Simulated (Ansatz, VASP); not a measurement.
## One calculation of CoPtO2, two programs

```
CELL_PARAMETERS angstrom
1.42739 0.82411 5.96108
-1.42739 0.82411 5.96108
0.00000 -1.64821 5.96108
ATOMIC_POSITIONS crystal
Co 0.50000 0.50000 0.50000
Pt 0.00000 0.00000 0.00000
O 0.88765 0.88765 0.88765
O 0.11235 0.11235 0.11235
```

Alike in both runs: task single point; functional LDA; k mesh 18 × 18 × 18; occupations gaussian, width 0.1 eV; no spin polarisation.

|  | VASP | Ansatz |
| --- | --- | --- |
| version | VASP 6.6.1 | Ansatz 0.2.0 |
| potentials or method | VASP PAW LDA potentials, release 64 (Co, Pt, O), cutoff 520 eV | scalar-relativistic, plane waves, PAW |
| valence electrons in the cell | 31 | 47 |

```tsv
	VASP	Ansatz	Ansatz less VASP
gap on the k mesh at the Fermi level (eV)	none	none	-
pressure (GPa)	-16.6	-17.4	-0.72
traceless stress, the component that is largest in VASP (GPa)	-1.63	-2.11	-0.477
rms of the force components (eV/Å)	0.067	0.067	-0.0003
```

LDA's correlation is that of Perdew and Zunger in VASP and of Perdew and Wang (1992) in Ansatz. Atom by atom the forces differ by 0.000 eV/Å (rms over components). A gap of «none» marks a metal or a gap that the smearing closes. VASP's potentials hold 31 valence electrons a cell and Ansatz's 47, so a difference there can come from the potentials and not from the codes.

Spin-orbit coupling is off throughout.
